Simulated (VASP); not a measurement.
# SnO2 (P4_2/nmc) in VASP: relaxation of cell and atoms with PBE

Aim: the relaxation of cell and atoms of SnO2 with PBE.

All numbers are computed with VASP 6.6.1; they aren't measurements. Logs are shortened: lines on timing, memory, paths and dates and some standing lists are left out, and cuts for length are marked.

### 1 The cell of the first run

The structure is tetragonal, space group P4_2/nmc (No. 137). The conventional cell has a = 3.593 Å, b = 3.593 Å, c = 5.533 Å, α = 90.00°, β = 90.00°, γ = 90.00°. Sn (site symmetry -4m2) has 8 O at 2.05 to 2.53 Å within 2.7 Å. O (site symmetry 2mm) has 4 Sn at 2.05 to 2.53 Å and 6 O at 2.67 to 2.77 Å within 2.8 Å.

### 2 Relaxation of cell and atoms, PBE

INCAR

```
SYSTEM = SnO2
PREC = Accurate
ENCUT = 600
EDIFF = 1E-7
ISMEAR = 0
SIGMA = 0.02
LREAL = .False.
LASPH = .True.
NELM = 60
ALGO = Normal
ISIF = 3
LWAVE = .False.
LCHARG = .False.
GGA = PE
IBRION = 2
NSW = 80
EDIFFG = -0.01
```

KPOINTS

```
regular mesh
0
Gamma
  8 8 6
  0 0 0
```

POSCAR

```
SnO2
1.0
    3.5934111629      0.0000000000      0.0000000000
    0.0000000000      3.5934111629      0.0000000000
    0.0000000000      0.0000000000      5.5332837041
Sn O
2 4
Direct
    0.5000000000      0.5000000000      0.5000000000
    0.0000000000      0.0000000000      0.0000000000
    0.0000000000      0.5000000000      0.6768297752
    0.5000000000      0.0000000000      0.8231702248
    0.5000000000      0.0000000000      0.3231702248
    0.0000000000      0.5000000000      0.1768297752
```

Potentials or basis: VASP PAW PBE potentials, release 64 (Sn_d, O).

Command:

```
$ cat potpaw_PBE.64/Sn_d/POTCAR potpaw_PBE.64/O/POTCAR > POTCAR
$ mpirun -np 1 vasp_std > vasp.out
```

OUTCAR:

```text
SYSTEM = SnO2
   PREC = Accurate
   ENCUT = 600
   EDIFF = 1E-7
   ISMEAR = 0
   LREAL = .False.
   LASPH = .True.
   NELM = 60
   ISIF = 3
   GGA = PE
   IBRION = 2
   NSW = 80
   EDIFFG = -0.01

 ion  position               nearest neighbor table
   1  0.500  0.500  0.500-   3 2.05   5 2.05   5 2.05   3 2.05   4 2.53   4 2.53   6 2.53   6 2.53
                             2 3.76   2 3.76   2 3.76   2 3.76   2 3.76   2 3.76   2 3.76   2 3.76
   2  0.000  0.000  0.000-   4 2.05   6 2.05   6 2.05   4 2.05   3 2.53   5 2.53   3 2.53   5 2.53
                             1 3.76   1 3.76   1 3.76   1 3.76   1 3.76   1 3.76   1 3.76   1 3.76
   3  0.000  0.500  0.677-   1 2.05   1 2.05   2 2.53   2 2.53
   4  0.500  0.000  0.823-   2 2.05   2 2.05   1 2.53   1 2.53
   5  0.500  0.000  0.323-   1 2.05   1 2.05   2 2.53   2 2.53
   6  0.000  0.500  0.177-   2 2.05   2 2.05   1 2.53   1 2.53

  LATTYP: Found a simple tetragonal cell.
 ALAT       =     3.5934111629
 C/A-ratio  =     1.5398415192

  Lattice vectors:

 A1 = (   3.5934111629,   0.0000000000,   0.0000000000)
 A2 = (   0.0000000000,   3.5934111629,   0.0000000000)
 A3 = (   0.0000000000,   0.0000000000,   5.5332837041)

Analysis of symmetry for initial positions (statically):
=====================================================================
 Subroutine PRICEL returns:
 Original cell was already a primitive cell.

 Routine SETGRP: Setting up the symmetry group for a
 simple tetragonal supercell.

 Subroutine GETGRP returns: Found 16 space group operations
 (whereof  8 operations were pure point group operations)
 out of a pool of 16 trial point group operations.

The static configuration has the point symmetry D_2d.
 The point group associated with its full space group is D_4h.

Analysis of symmetry for dynamics (positions and initial velocities):
=====================================================================
 Subroutine PRICEL returns:
 Original cell was already a primitive cell.

 Routine SETGRP: Setting up the symmetry group for a
 simple tetragonal supercell.

 Subroutine GETGRP returns: Found 16 space group operations
 (whereof  8 operations were pure point group operations)
 out of a pool of 16 trial point group operations.

The dynamic configuration has the point symmetry D_2d.
 The point group associated with its full space group is D_4h.

 Subroutine INISYM returns: Found 16 space group operations
 (whereof  8 operations are pure point group operations),
 and found     1 'primitive' translations

----------------------------------------------------------------------------------------

                                     Primitive cell

  volume of cell :      71.4491

  direct lattice vectors                    reciprocal lattice vectors
     3.593411163  0.000000000  0.000000000     0.278287108  0.000000000  0.000000000
     0.000000000  3.593411163  0.000000000     0.000000000  0.278287108  0.000000000
     0.000000000  0.000000000  5.533283704     0.000000000  0.000000000  0.180724513

  length of vectors
     3.593411163  3.593411163  5.533283704     0.278287108  0.278287108  0.180724513

  position of ions in fractional coordinates (direct lattice)
     0.500000000  0.500000000  0.500000000
     0.000000000  0.000000000  0.000000000
     0.000000000  0.500000000  0.676829775
     0.500000000  0.000000000  0.823170225
     0.500000000  0.000000000  0.323170225
     0.000000000  0.500000000  0.176829775

  ion indices of the primitive-cell ions
   primitive index   ion index
                 1           1
                 2           2
                 3           3
                 4           4
                 5           5
                 6           6

----------------------------------------------------------------------------------------

 KPOINTS: regular mesh

Automatic generation of k-mesh.
 Grid dimensions read from file:
 generate k-points for:    8    8    6

 Generating k-lattice:

  Cartesian coordinates                     Fractional coordinates (reciprocal lattice)
     0.034785888  0.000000000  0.000000000     0.125000000  0.000000000  0.000000000
     0.000000000  0.034785888  0.000000000     0.000000000  0.125000000  0.000000000
     0.000000000  0.000000000  0.030120752     0.000000000  0.000000000  0.166666667

  Length of vectors
     0.034785888  0.034785888  0.030120752

  Shift w.r.t. Gamma in fractional coordinates (k-lattice)
     0.000000000  0.000000000  0.000000000

 Subroutine IBZKPT returns following result:
 ===========================================

 Found     60 irreducible k-points:

 Following reciprocal coordinates:
            Coordinates               Weight
  0.000000  0.000000  0.000000      1.000000
  0.125000  0.000000  0.000000      4.000000
  0.250000  0.000000  0.000000      4.000000
  0.375000  0.000000  0.000000      4.000000
  0.500000  0.000000  0.000000      2.000000
  0.125000  0.125000  0.000000      4.000000
[... 16 lines left out ...]
  0.375000  0.125000  0.166667     16.000000
  0.500000  0.125000  0.166667      8.000000
 [... further k-points ...]
   k-points           NKPTS =     60   k-points in BZ     NKDIM =     60   number of bands    NBANDS=     31
   number of dos      NEDOS =    301   number of ions     NIONS =      6
   total plane-waves  NPLWV =  43200
   dimension x,y,z NGX =    30 NGY =   30 NGZ =   48
   dimension x,y,z NGXF=    60 NGYF=   60 NGZF=   96
   ions per type =               2   4
   NGX,Y,Z   is equivalent  to a cutoff of  13.88, 13.88, 14.42 a.u.
   NGXF,Y,Z  is equivalent  to a cutoff of  27.76, 27.76, 28.84 a.u.
 SYSTEM =  SnO2
   PREC   = accura    normal or accurate (medium, high low for compatibility)
   ISTART =      0    job   : 0-new  1-cont  2-samecut
   ICHARG =      2    charge: 1-file 2-atom 10-const
   ISPIN  =      1    spin polarized calculation?
   LNONCOLLINEAR =      F non collinear calculations
   LSORBIT =      F    spin-orbit coupling
   LASPH  =      T    aspherical Exc in radial PAW
   ENCUT  =  600.0 eV  44.10 Ry    6.64 a.u.   7.18  7.18 11.05*2*pi/ulx,y,z
   NELM   =     60;   NELMIN=  2; NELMDL= -5     # of ELM steps
   EDIFF  = 0.1E-06   stopping-criterion for ELM
   LREAL  =      F    real-space projection
   EDIFFG = -.1E-01   stopping-criterion for IOM
   NSW    =     80    number of steps for IOM
   IBRION =      2    ionic relax: 0-MD 1-quasi-New 2-CG
   NFREE  =      1    steps in history (QN), initial steepest desc. (CG)
   ISIF   =      3    stress and relaxation
   ISYM   =      2    0-nonsym 1-usesym 2-fastsym
   POTIM  = 0.5000    time-step for ionic-motion
   TEBEG  =    0.0;   TEEND  =   0.0 temperature during run
   PSTRESS=    0.0 pullay stress
   NELECT =      52.0000    total number of electrons
   NUPDOWN=      -1.0000    fix difference up-down
   EMIN   =  10.00;   EMAX   =-10.00  energy-range for DOS
   EFERMI =   0.00;   METHOD = LEGACY
   ISMEAR =     0;   SIGMA  =   0.02  broadening in eV -4-tet -1-fermi 0-gaus
   EFERMI_NEDOS =   21; number of points for ismear=-14 and -15
   IALGO  =     38    algorithm
   IMIX   =      4    mixing-type and parameters
     AMIX     =   0.40;   BMIX     =  1.00
     AMIX_MAG =   1.60;   BMIX_MAG =  1.00
  volume/ion in A,a.u.               =      11.91        80.36
  Fermi-wavevector in a.u.,A,eV,Ry     =   1.472574  2.782761 29.503868  2.168473
  Thomas-Fermi vector in A             =   2.587572
   LORBIT       =      0    0 simple, 1 ext, 2 COOP (PROOUT), +10 PAW based schemes
   GGA     = PE    functional components
   LHFCALC =     F    Hartree Fock is set to
   AEXX    =    0.0000 exact exchange contribution
   IVDW    =     0    specifies the selected vdW correction
   LEPSILON=     F    determine dielectric tensor
   LRPA    =     F    only Hartree local field effects (RPA)
 conjugate gradient relaxation of ions
 non-spin polarized calculation
 Gauss-broadening in eV      SIGMA  =   0.02
  energy-cutoff  :      600.00
  volume of cell :       71.45
 maximum number of plane-waves:      2440
 NGX is ok and might be reduce to    30
   NGX = 15   NGY = 15   NGZ = 23

--------------------------------------- Ionic step        1  -------------------------------------------

 number of electron      52.0000018 magnetization

 Free energy of the ion-electron system (eV)
  ---------------------------------------------------
  ext. energy  EPLUGINS =         0.00000000
  ---------------------------------------------------
  free energy    TOTEN  =       -36.37606047 eV

  energy without entropy =      -36.37606047  energy(sigma->0) =      -36.37606047

------------------------ aborting loop because EDIFF is reached ----------------------------------------

  FORCE on cell =-STRESS in cart. coord.  units (eV):
  Direction    XX          YY          ZZ          XY          YZ          ZX
  --------------------------------------------------------------------------------------
  -------------------------------------------------------------------------------------
  Total        0.1530755      0.1530755     -0.0046706      0.0000000      0.0000000      0.0000000
  in kB        3.4325697      3.4325697     -0.1047344      0.0000000      0.0000000      0.0000000
  external PRESSURE =       2.2534683 kB  Pullay stress =       0.0000000 kB
[... 185 lines left out ...]
  energy  without entropy=      -36.3768892230  energy(sigma->0) =      -36.37688922

--------------------------------------- Ionic step        6  -------------------------------------------

 number of electron      52.0000016 magnetization

 Free energy of the ion-electron system (eV)
  ---------------------------------------------------
  ext. energy  EPLUGINS =         0.00000000
  ---------------------------------------------------
  free energy    TOTEN  =       -36.37691800 eV

  energy without entropy =      -36.37691800  energy(sigma->0) =      -36.37691800

 E-fermi :   6.2881     XC(G=0): -11.4128

 val. band max:        6.1375572301   @ k =   0.5000   0.5000   0.0000
 cond. band min:       6.8825457792   @ k =   0.0000   0.0000   0.0000
 fundamental gap:      0.7449885491
 Fermi energy:         6.2881093865

 k-point     1 :       0.0000    0.0000    0.0000
  band No.  band energies     occupation
      1     -14.4919      2.00000
      2     -14.2723      2.00000
      3     -13.9132      2.00000
      4     -13.8929      2.00000
      5     -13.8929      2.00000
      6     -13.8384      2.00000
[... 805 lines left out ...]
     30      14.0787      0.00000
     31      15.9703      0.00000

 [... further k-points ...]
[... 5 lines left out ...]
  --------------------------------------------------------------------------------------
  -------------------------------------------------------------------------------------
  Total       -0.0021832     -0.0021832      0.0342450      0.0000000      0.0000000     -0.0000000
  in kB       -0.0490404     -0.0490404      0.7692394      0.0000000      0.0000000     -0.0000000
  external PRESSURE =       0.2237195 kB  Pullay stress =       0.0000000 kB
[... 21 lines left out ...]
  FREE ENERGIE OF THE ION-ELECTRON SYSTEM (eV)
  ---------------------------------------------------
  free  energy   TOTEN  =       -36.3769179964 eV

  energy  without entropy=      -36.3769179964  energy(sigma->0) =      -36.37691800

 reached required accuracy - stopping structural energy minimisation
```

It took 12 min on 1 thread of Oxide Virtual Turin-like, shared host; peak memory 0.26 GiB.

What came out:

```yaml
Free_energy: -36.3769 eV
Relaxed_volume: 11.89 Å³/atom
Relaxed_cell: a = 3.597 Å, b = 3.597 Å, c = 5.513 Å, α = 90.00°, β = 90.00°, γ = 90.00°
Space_group_after_relaxing_to_0.1_Å: P4_2/nmc (No. 137)
Energy_gained_by_relaxing: 0.1 meV/atom
Ionic_steps: 6
Pressure_after_relaxing: 0.0 GPa
Largest_force_after_relaxing: 0.005 eV/Å
Band_gap_on_the_k_mesh: 0.74 eV (least direct gap 0.80 eV)
```

Forces on the atoms (eV/Å):
```
Sn   0.000  0.000  0.000
Sn   0.000  0.000  0.000
O    0.000  0.000  0.005
O    0.000  0.000 -0.005
O    0.000  0.000 -0.005
O    0.000  0.000  0.005
```

Step by step:
```csv
step,energy change (eV),largest force (eV/Å),pressure (GPa),volume (Å³)
1,0.0000,0.0417,0.23,71.45
2,-0.0003,0.0194,-0.34,71.62
3,-0.0003,0.0240,-0.22,71.59
4,-0.0006,0.0179,-0.15,71.51
5,-0.0008,0.0005,0.07,71.27
6,-0.0009,0.0047,0.02,71.33
```

Final structure:
```
Sn O
1.0
     3.59688    0.00000    0.00000
     0.00000    3.59688    0.00000
     0.00000    0.00000    5.51307
Sn O
2 4
Direct
  0.50000 0.50000 0.50000
  0.00000 0.00000 0.00000
  0.00000 0.50000 0.67835
  0.50000 0.00000 0.82165
  0.50000 0.00000 0.32165
  0.00000 0.50000 0.17835
```

Caveat: semilocal functionals underestimate gaps, and a narrow one can read as zero; spin-orbit coupling is left out, which moves the levels of the heavy elements.
